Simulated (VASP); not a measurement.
# W19Se36 (a cell with a defect) (W_i (largest void)) in VASP: notebook

The runs below take W19Se36 (a cell with a defect) (W_i (largest void)) through single point, with PBE.

Everything below comes from runs of VASP 6.6.1. Logs are shortened: lines on timing, memory, paths and dates and some standing lists are left out, and cuts for length are marked.

### Step 1. The cell of the first run

The cell holds a defect, 55 atoms: a = 9.750 Å, b = 9.750 Å, c = 12.826 Å, α = 90.00°, β = 90.00°, γ = 120.00°.

### Step 2. Single point, PBE

The input, INCAR:

```
SYSTEM = W19Se36
PREC     = Accurate       ! precision mode
ENCUT    = 400            ! plane-wave cutoff, eV
EDIFF    = 1E-6           ! SCF threshold, eV
ISMEAR   = -1             ! smearing method
SIGMA    = 0.01           ! smearing width, eV
LREAL    = Auto         
LASPH    = .True.         ! aspherical terms in the spheres
NELM     = 120            ! most SCF steps
ALGO     = Normal         ! electronic algorithm
ISIF     = 2              ! what is computed and relaxed
LWAVE    = .False.        ! write WAVECAR
LCHARG   = .False.        ! write CHGCAR
GGA      = PE             ! functional
NELECT   = 480.0        
NBANDS   = 274            ! bands
GGA_COMPAT= .False.
```

The input, KPOINTS:

```
Automatic mesh
0
Gamma
  1 1 1
  0.25 0.25 0.25
```

The input, POSCAR:

```
W19Se36
1.0
    9.7497821400      0.0000000800      0.0000000000
   -4.8748911500      8.4435589800      0.0000000000
    0.0000000000      0.0000000000     12.8261208300
W Se
19 36
Direct
    0.2222222200      0.1111111100      0.7500000000
    0.1111111100      0.2222222200      0.2500000000
    0.2222222200      0.4444444400      0.7500000000
    0.1111111100      0.5555555600      0.2500000000
    0.2222222200      0.7777777800      0.7500000000
    0.1111111100      0.8888888900      0.2500000000
    0.5555555600      0.1111111100      0.7500000000
    0.4444444400      0.2222222200      0.2500000000
    0.5555555600      0.4444444400      0.7500000000
    0.4444444400      0.5555555600      0.2500000000
    0.5555555600      0.7777777800      0.7500000000
    0.4444444400      0.8888888900      0.2500000000
    0.8888888900      0.1111111100      0.7500000000
    0.7777777800      0.2222222200      0.2500000000
    0.8888888900      0.4444444400      0.7500000000
    0.7777777800      0.5555555600      0.2500000000
    0.8888888900      0.7777777800      0.7500000000
    0.7777777800      0.8888888900      0.2500000000
    0.6666670000      0.6666670000      0.0000000000
    0.1111111100      0.2222222200      0.8799483400
    0.2222222200      0.1111111100      0.3799483400
    0.1111111100      0.2222222200      0.6200516600
    0.2222222200      0.1111111100      0.1200516600
    0.1111111100      0.5555555600      0.8799483400
    0.2222222200      0.4444444400      0.3799483400
    0.1111111100      0.5555555600      0.6200516600
    0.2222222200      0.4444444400      0.1200516600
    0.1111111100      0.8888888900      0.8799483400
    0.2222222200      0.7777777800      0.3799483400
    0.1111111100      0.8888888900      0.6200516600
    0.2222222200      0.7777777800      0.1200516600
    0.4444444400      0.2222222200      0.8799483400
    0.5555555600      0.1111111100      0.3799483400
    0.4444444400      0.2222222200      0.6200516600
    0.5555555600      0.1111111100      0.1200516600
    0.4444444400      0.5555555600      0.8799483400
    0.5555555600      0.4444444400      0.3799483400
    0.4444444400      0.5555555600      0.6200516600
    0.5555555600      0.4444444400      0.1200516600
    0.4444444400      0.8888888900      0.8799483400
    0.5555555600      0.7777777800      0.3799483400
    0.4444444400      0.8888888900      0.6200516600
    0.5555555600      0.7777777800      0.1200516600
    0.7777777800      0.2222222200      0.8799483400
    0.8888888900      0.1111111100      0.3799483400
    0.7777777800      0.2222222200      0.6200516600
    0.8888888900      0.1111111100      0.1200516600
    0.7777777800      0.5555555600      0.8799483400
    0.8888888900      0.4444444400      0.3799483400
    0.7777777800      0.5555555600      0.6200516600
    0.8888888900      0.4444444400      0.1200516600
    0.7777777800      0.8888888900      0.8799483400
    0.8888888900      0.7777777800      0.3799483400
    0.7777777800      0.8888888900      0.6200516600
    0.8888888900      0.7777777800      0.1200516600
```

Potentials or basis: VASP PAW PBE potentials, release 64 (W_sv, Se).

The run is started by

```bash
$ cat potpaw_PBE.64/W_sv/POTCAR potpaw_PBE.64/Se/POTCAR > POTCAR
$ mpirun -np 1 vasp_std > vasp.out
```

OUTCAR:

```text
SYSTEM = W19Se36
   PREC = Accurate
   ENCUT = 400
   EDIFF = 1E-6
   ISMEAR = -1
   LREAL = Auto
   LASPH = .True.
   NELM = 120
   ISIF = 2
   GGA = PE
   NELECT = 480.0

 ion  position               nearest neighbor table
   1  0.222  0.111  0.750-  32 2.51  34 2.51  28 2.51  30 2.51  20 2.51  22 2.51  17 3.25  13 3.25
                             3 3.25   5 3.25   9 3.25   7 3.25
   2  0.111  0.222  0.250-  45 2.51  47 2.51  25 2.51  27 2.51  21 2.51  23 2.51  18 3.25   8 3.25
                            14 3.25   6 3.25  10 3.25   4 3.25
   3  0.222  0.444  0.750-  36 2.51  38 2.51  20 2.51  22 2.51  24 2.51  26 2.51  13 3.25  15 3.25
                             1 3.25  11 3.25   9 3.25   5 3.25
   4  0.111  0.556  0.250-  49 2.51  51 2.51  29 2.51  31 2.51  25 2.51  27 2.51  12 3.25  10 3.25
                            16 3.25   6 3.25  14 3.25   2 3.25
   5  0.222  0.778  0.750-  40 2.51  42 2.51  24 2.51  26 2.51  28 2.51  30 2.51  17 3.25   1 3.25
                            15 3.25   7 3.25  11 3.25   3 3.25
   6  0.111  0.889  0.250-  53 2.51  55 2.51  21 2.51  23 2.51  29 2.51  31 2.51   8 3.25  16 3.25
                            12 3.25  18 3.25   4 3.25   2 3.25
   7  0.556  0.111  0.750-  44 2.51  46 2.51  40 2.51  42 2.51  32 2.51  34 2.51  15 3.25  13 3.25
                             9 3.25  11 3.25   5 3.25   1 3.25
   8  0.444  0.222  0.250-  21 2.51  23 2.51  37 2.51  39 2.51  33 2.51  35 2.51   6 3.25   2 3.25
                            12 3.25  16 3.25  14 3.25  10 3.25
   9  0.556  0.444  0.750-  48 2.51  50 2.51  32 2.51  34 2.51  36 2.51  38 2.51  15 3.25   7 3.25
[... 4 lines left out ...]
                             7 3.25   3 3.25   5 3.25   9 3.25
  12  0.444  0.889  0.250-  29 2.51  31 2.51  33 2.51  35 2.51  41 2.51  43 2.51   4 3.25   6 3.25
                            10 3.25   8 3.25  14 3.25  18 3.25
  13  0.889  0.111  0.750-  20 2.51  22 2.51  52 2.51  54 2.51  44 2.51  46 2.51   3 3.25  11 3.25
                             7 3.25   1 3.25  15 3.25  17 3.25
  14  0.778  0.222  0.250-  33 2.51  35 2.51  49 2.51  51 2.51  45 2.51  47 2.51   2 3.25  18 3.25
                            12 3.25   4 3.25   8 3.25  16 3.25
  15  0.889  0.444  0.750-  24 2.51  26 2.51  44 2.51  46 2.51  48 2.51  50 2.51   7 3.25   9 3.25
                             3 3.25  13 3.25   5 3.25  17 3.25
  16  0.778  0.556  0.250-  37 2.51  39 2.51  53 2.51  55 2.51  49 2.51  51 2.51   6 3.25   4 3.25
                            18 3.25   8 3.25  10 3.25  14 3.25
  17  0.889  0.778  0.750-  28 2.51  30 2.51  48 2.51  50 2.51  52 2.51  54 2.51   1 3.25  11 3.25
                             5 3.25  13 3.25   9 3.25  15 3.25
  18  0.778  0.889  0.250-  41 2.51  43 2.51  45 2.51  47 2.51  53 2.51  55 2.51   2 3.25   6 3.25
                            16 3.25  14 3.25  10 3.25  12 3.25
  19  0.667  0.667  0.000-  55 2.43  52 2.43  43 2.43  48 2.43  36 2.43  39 2.43
  20  0.111  0.222  0.880-  13 2.51   3 2.51   1 2.51
  21  0.222  0.111  0.380-   8 2.51   6 2.51   2 2.51
  22  0.111  0.222  0.620-  13 2.51   3 2.51   1 2.51
  23  0.222  0.111  0.120-   8 2.51   6 2.51   2 2.51
  24  0.111  0.556  0.880-  15 2.51   5 2.51   3 2.51
  25  0.222  0.444  0.380-  10 2.51   2 2.51   4 2.51
[... 8 lines left out ...]
  34  0.444  0.222  0.620-   1 2.51   9 2.51   7 2.51
  35  0.556  0.111  0.120-  14 2.51  12 2.51   8 2.51
  36  0.444  0.556  0.880-  19 2.43   3 2.51  11 2.51   9 2.51
[... 5 lines left out ...]
  42  0.444  0.889  0.620-   5 2.51   7 2.51  11 2.51
  43  0.556  0.778  0.120-  19 2.43  18 2.51  10 2.51  12 2.51
  44  0.778  0.222  0.880-   7 2.51  15 2.51  13 2.51
  45  0.889  0.111  0.380-   2 2.51  18 2.51  14 2.51
  46  0.778  0.222  0.620-   7 2.51  15 2.51  13 2.51
  47  0.889  0.111  0.120-   2 2.51  18 2.51  14 2.51
  48  0.778  0.556  0.880-  19 2.43   9 2.51  17 2.51  15 2.51
  49  0.889  0.444  0.380-   4 2.51  14 2.51  16 2.51
  50  0.778  0.556  0.620-   9 2.51  17 2.51  15 2.51
  51  0.889  0.444  0.120-   4 2.51  14 2.51  16 2.51
  52  0.778  0.889  0.880-  19 2.43  11 2.51  13 2.51  17 2.51
  53  0.889  0.778  0.380-   6 2.51  16 2.51  18 2.51
  54  0.778  0.889  0.620-  11 2.51  13 2.51  17 2.51
  55  0.889  0.778  0.120-  19 2.43   6 2.51  16 2.51  18 2.51

  LATTYP: Found a hexagonal cell.
 ALAT       =     9.7497821400
 C/A-ratio  =     1.3155289673

  Lattice vectors:

 A1 = (   9.7497821400,   0.0000000800,   0.0000000000)
 A2 = (  -4.8748911500,   8.4435589800,   0.0000000000)
 A3 = (   0.0000000000,   0.0000000000,  12.8261208300)

Analysis of symmetry for initial positions (statically):
=====================================================================
 Subroutine PRICEL returns:
 Original cell was already a primitive cell.

 Routine SETGRP: Setting up the symmetry group for a
 hexagonal supercell.

 Subroutine GETGRP returns: Found 12 space group operations
 (whereof  2 operations were pure point group operations)
[... 172 lines left out ...]
     0.250000000  0.250000000  0.250000000

 Subroutine IBZKPT returns following result:
 ===========================================

 Found      1 irreducible k-points:

 Following reciprocal coordinates:
            Coordinates               Weight
  0.250000  0.250000  0.250000     12.000000
   k-points           NKPTS =      1   k-points in BZ     NKDIM =      1   number of bands    NBANDS=    274
   number of dos      NEDOS =    301   number of ions     NIONS =     55
   total plane-waves  NPLWV = 344064
   dimension x,y,z NGX =    64 NGY =   64 NGZ =   84
   dimension x,y,z NGXF=   128 NGYF=  128 NGZF=  168
   ions per type =              19  36
   NGX,Y,Z   is equivalent  to a cutoff of  10.91, 10.91, 10.89 a.u.
   NGXF,Y,Z  is equivalent  to a cutoff of  21.83, 21.83, 21.78 a.u.
 SYSTEM =  W19Se36
   PREC   = accura    normal or accurate (medium, high low for compatibility)
   ISTART =      0    job   : 0-new  1-cont  2-samecut
   ICHARG =      2    charge: 1-file 2-atom 10-const
   ISPIN  =      1    spin polarized calculation?
   LNONCOLLINEAR =      F non collinear calculations
   LSORBIT =      F    spin-orbit coupling
   LASPH  =      T    aspherical Exc in radial PAW
   ENCUT  =  400.0 eV  29.40 Ry    5.42 a.u.  15.90 15.90 20.92*2*pi/ulx,y,z
   NELM   =    120;   NELMIN=  2; NELMDL= -5     # of ELM steps
   EDIFF  = 0.1E-05   stopping-criterion for ELM
   LREAL  =      T    real-space projection
   EDIFFG = 0.1E-04   stopping-criterion for IOM
   NSW    =      0    number of steps for IOM
   IBRION =     -1    ionic relax: 0-MD 1-quasi-New 2-CG
   NFREE  =      0    steps in history (QN), initial steepest desc. (CG)
   ISIF   =      2    stress and relaxation
   ISYM   =      2    0-nonsym 1-usesym 2-fastsym
   POTIM  = 0.5000    time-step for ionic-motion
   TEBEG  =    0.0;   TEEND  =   0.0 temperature during run
   PSTRESS=    0.0 pullay stress
   NELECT =     480.0000    total number of electrons
   NUPDOWN=      -1.0000    fix difference up-down
   EMIN   =  10.00;   EMAX   =-10.00  energy-range for DOS
   EFERMI =   0.00;   METHOD = LEGACY
   ISMEAR =    -1;   SIGMA  =   0.01  broadening in eV -4-tet -1-fermi 0-gaus
   EFERMI_NEDOS =   21; number of points for ismear=-14 and -15
   IALGO  =     38    algorithm
   IMIX   =      4    mixing-type and parameters
     AMIX     =   0.40;   BMIX     =  1.00
     AMIX_MAG =   1.60;   BMIX_MAG =  1.00
  volume/ion in A,a.u.               =      19.20       129.55
  Fermi-wavevector in a.u.,A,eV,Ry     =   1.258780  2.378750 21.558815  1.584528
  Thomas-Fermi vector in A             =   2.392373
   LORBIT       =      0    0 simple, 1 ext, 2 COOP (PROOUT), +10 PAW based schemes
   GGA     = PE    functional components
   LHFCALC =     F    Hartree Fock is set to
   AEXX    =    0.0000 exact exchange contribution
   IVDW    =     0    specifies the selected vdW correction
   LEPSILON=     F    determine dielectric tensor
   LRPA    =     F    only Hartree local field effects (RPA)
 non-spin polarized calculation
  energy-cutoff  :      400.00
  volume of cell :     1055.88
 maximum number of plane-waves:     19189
 NGX is ok and might be reduce to    64
   NGX = 31   NGY = 31   NGZ = 41

 number of electron     479.9999990 magnetization

 Free energy of the ion-electron system (eV)
  ---------------------------------------------------
  ext. energy  EPLUGINS =         0.00000000
  ---------------------------------------------------
  free energy    TOTEN  =      -407.21990696 eV

  energy without entropy =     -407.20278245  energy(sigma->0) =     -407.21134470

 E-fermi :   7.3927     XC(G=0): -11.0379

 val. band max:        7.3755577863   @ k =   0.2500   0.2500   0.2500
 cond. band min:       7.4098077143   @ k =   0.2500   0.2500   0.2500
 fundamental gap:      0.0342499280
 Fermi energy:         7.3926865939

 k-point     1 :       0.2500    0.2500    0.2500
  band No.  band energies     occupation
      1     -67.5271      2.00000
      2     -67.5271      2.00000
      3     -67.5225      2.00000
      4     -67.5225      2.00000
      5     -67.5224      2.00000
      6     -67.5224      2.00000
[... 244 lines left out ...]
    251       8.7697      0.00000
    252       8.7956      0.00000
 [bands above 252 left out]

------------------------ aborting loop because EDIFF is reached ----------------------------------------

  FORCE on cell =-STRESS in cart. coord.  units (eV):
  Direction    XX          YY          ZZ          XY          YZ          ZX
  --------------------------------------------------------------------------------------
  -------------------------------------------------------------------------------------
  Total       37.2716079     37.2716079     55.9013727     -0.0000000     -0.0000000     -0.0000000
  in kB       56.5552503     56.5552504     84.8237119     -0.0000001     -0.0000000     -0.0000000
  external PRESSURE =      65.9780708 kB  Pullay stress =       0.0000000 kB

 VOLUME and BASIS-vectors are now :
 -----------------------------------------------------------------------------
  energy-cutoff  :      400.00
  volume of cell :     1055.88
      direct lattice vectors                 reciprocal lattice vectors
     9.749782140  0.000000080  0.000000000     0.102566394  0.059216736  0.000000000
    -4.874891150  8.443558980  0.000000000    -0.000000001  0.118433471  0.000000000
     0.000000000  0.000000000 12.826120830     0.000000000  0.000000000  0.077965896

 POSITION                                       TOTAL-FORCE (eV/Angst)
 -----------------------------------------------------------------------------------
      1.62496      0.93817      9.61959        -0.000875      0.000505      0.090671
     -0.00000      1.87635      3.20653         0.000875     -0.000505     -0.090671
     -0.00000      3.75269      9.61959        -0.146656     -0.084672      0.147698
     -1.62496      4.69087      3.20653        -0.000000      0.001011     -0.090671
     -1.62496      6.56721      9.61959         0.000000     -0.001011      0.090671
     -3.24993      7.50539      3.20653         0.146656      0.084672     -0.147698
[... 47 lines left out ...]
      3.24993      7.50539      7.95286         0.000000     -0.032970     -0.783096
      4.87489      6.56721      1.53980         0.781080      0.450957      0.068219
 -----------------------------------------------------------------------------------
    total drift:                               -0.002012     -0.004690     -0.000000

  FREE ENERGIE OF THE ION-ELECTRON SYSTEM (eV)
  ---------------------------------------------------
  free  energy   TOTEN  =      -407.2199069564 eV

  energy  without entropy=     -407.2027824527  energy(sigma->0) =     -407.21134470
```

It used 1200 s of CPU time on 1 thread of AMD EPYC 7R13 Processor (Zen 3) (shared host).

What came out:

| Property | Result |
| --- | --- |
| Free energy | -407.2199 eV |
| Largest force | 0.904 eV/Å |

Forces on the atoms (eV/Å):
```
W   -0.001  0.001  0.091
W    0.001 -0.001 -0.091
W   -0.147 -0.085  0.148
W    0.000  0.001 -0.091
W    0.000 -0.001  0.091
W    0.147  0.085 -0.148
W    0.001  0.001  0.091
W    0.000 -0.169 -0.148
W    0.000 -0.654 -0.583
W   -0.566 -0.327  0.583
W   -0.566  0.327 -0.583
W   -0.147  0.085 -0.148
W    0.000  0.169  0.148
W   -0.001 -0.001 -0.091
W    0.147 -0.085  0.148
W    0.566 -0.327  0.583
W    0.566  0.327 -0.583
W    0.000  0.654  0.583
W    0.000  0.000  0.000
Se   0.027 -0.016  0.736
Se   0.097 -0.056  0.763
Se  -0.097  0.056 -0.763
Se  -0.027  0.016 -0.736
Se   0.000  0.032  0.736
Se   0.113  0.065  0.721
Se   0.000 -0.112 -0.763
Se  -0.048 -0.028 -0.819
Se   0.048  0.028  0.819
Se   0.000  0.112  0.763
Se  -0.113 -0.065 -0.721
Se   0.000 -0.032 -0.736
Se   0.000 -0.056  0.819
Se  -0.097 -0.056  0.763
Se   0.000  0.131 -0.721
Se   0.027  0.016 -0.736
Se  -0.781 -0.451 -0.068
Se   0.000  0.033  0.783
Se   0.029  0.016 -0.783
Se   0.000 -0.902  0.068
Se  -0.048  0.028  0.819
Se   0.029 -0.016  0.783
Se   0.113 -0.065 -0.721
Se  -0.781  0.451  0.068
Se  -0.027 -0.016  0.736
Se   0.000 -0.131  0.721
Se   0.097  0.056 -0.763
Se   0.000  0.056 -0.819
Se   0.781 -0.451 -0.068
Se  -0.113  0.065  0.721
Se  -0.029  0.016 -0.783
Se   0.048 -0.028 -0.819
Se   0.000  0.902 -0.068
Se  -0.029 -0.016  0.783
Se   0.000 -0.033 -0.783
Se   0.781  0.451  0.068
```

Levels at points of the mesh, in eV from the Fermi level:
| k point | band 236 | band 237 | band 238 | band 239 | band 240 | band 241 | band 242 | band 243 | band 244 | band 245 |
| --- | --- | --- | --- | --- | --- | --- | --- | --- | --- | --- |
| (0.25, 0.25, 0.25) | -1.28 | -1.15 | -1.04 | -0.09 | -0.02 | 0.02 | 0.54 | 0.56 | 0.70 | 0.74 |

Caveat: the k points lie up to 0.74 Å⁻¹ apart; the cell carries a net charge on a neutralising background, which shifts energy and pressure; the cell is charged against a uniform background, so pressure and absolute levels hang on convention; spin-orbit coupling is left out, which moves the levels of the heavy elements.

### Step 3. Single point, PBE

The input, INCAR:

```
ALGO = Normal ; EDIFF = 1E-6
ENCUT = 400 ; GGA = PE
GGA_COMPAT = False ; ISIF = 2
ISMEAR = 0 ; LASPH = True
LCHARG = False ; LREAL = Auto
LWAVE = False ; NBANDS = 274
NELECT = 478.0 ; NELM = 120
PREC = Accurate ; SIGMA = 0.01
```

KPOINTS is that of step 2.

POSCAR is that of step 2.

Potentials or basis: VASP PAW PBE potentials, release 64 (W_sv, Se).

The run is started by

```bash
$ cat potpaw_PBE.64/W_sv/POTCAR potpaw_PBE.64/Se/POTCAR > POTCAR
$ mpirun -np 1 vasp_std > vasp.out
```

It took 15 min on 1 thread of AMD EPYC 7R13 (Zen 3), shared host; peak memory 0.7 GiB.

The run converged. Its results:

```yaml
Free_energy: -421.4644 eV
Largest_force: 1.204 eV/Å
```

Forces on the atoms (eV/Å):
```
W   -0.130  0.075  0.141
W    0.130 -0.075 -0.141
W   -0.179 -0.103  0.131
W    0.000  0.150 -0.141
W    0.000 -0.150  0.141
W    0.179  0.103 -0.131
W    0.130  0.075  0.141
W    0.000 -0.207 -0.131
W    0.000 -0.578 -0.330
W   -0.501 -0.289  0.330
W   -0.501  0.289 -0.330
W   -0.179  0.103 -0.131
W    0.000  0.207  0.131
W   -0.130 -0.075 -0.141
W    0.179 -0.103  0.131
W    0.501 -0.289  0.330
W    0.501  0.289 -0.330
W    0.000  0.578  0.330
W    0.000  0.000  0.000
Se   0.088 -0.051  0.742
Se   0.080 -0.046  0.787
Se  -0.080  0.046 -0.787
Se  -0.088  0.051 -0.742
Se   0.000  0.102  0.742
Se   0.110  0.063  0.789
Se   0.000 -0.093 -0.787
Se  -0.103 -0.059 -0.775
Se   0.103  0.059  0.775
Se   0.000  0.093  0.787
Se  -0.110 -0.063 -0.789
Se   0.000 -0.102 -0.742
Se   0.000 -0.119  0.775
Se  -0.080 -0.046  0.787
Se   0.000  0.127 -0.789
Se   0.088  0.051 -0.742
Se  -1.041 -0.601  0.069
Se   0.000  0.015  0.798
Se   0.013  0.008 -0.798
Se   0.000 -1.202 -0.069
Se  -0.103  0.059  0.775
Se   0.013 -0.008  0.798
Se   0.110 -0.063 -0.789
Se  -1.041  0.601 -0.069
Se  -0.088 -0.051  0.742
Se   0.000 -0.127  0.789
Se   0.080  0.046 -0.787
Se   0.000  0.119 -0.775
Se   1.041 -0.601  0.069
Se  -0.110  0.063  0.789
Se  -0.013  0.008 -0.798
Se   0.103 -0.059 -0.775
Se   0.000  1.202  0.069
Se  -0.013 -0.008  0.798
Se   0.000 -0.015 -0.798
Se   1.041  0.601 -0.069
```

Levels at points of the mesh, in eV from the Fermi level:
| k point | band 235 | band 236 | band 237 | band 238 | band 239 | band 240 | band 241 | band 242 | band 243 | band 244 |
| --- | --- | --- | --- | --- | --- | --- | --- | --- | --- | --- |
| (0.25, 0.25, 0.25) | -0.79 | -0.74 | -0.61 | -0.48 | -0.03 | 0.03 | 0.03 | 0.88 | 1.03 | 1.05 |

Caveat: the k points lie up to 0.74 Å⁻¹ apart; the cell carries a net charge on a neutralising background, which shifts energy and pressure; the cell is charged against a uniform background, so pressure and absolute levels hang on convention; spin-orbit coupling is left out, which moves the levels of the heavy elements.
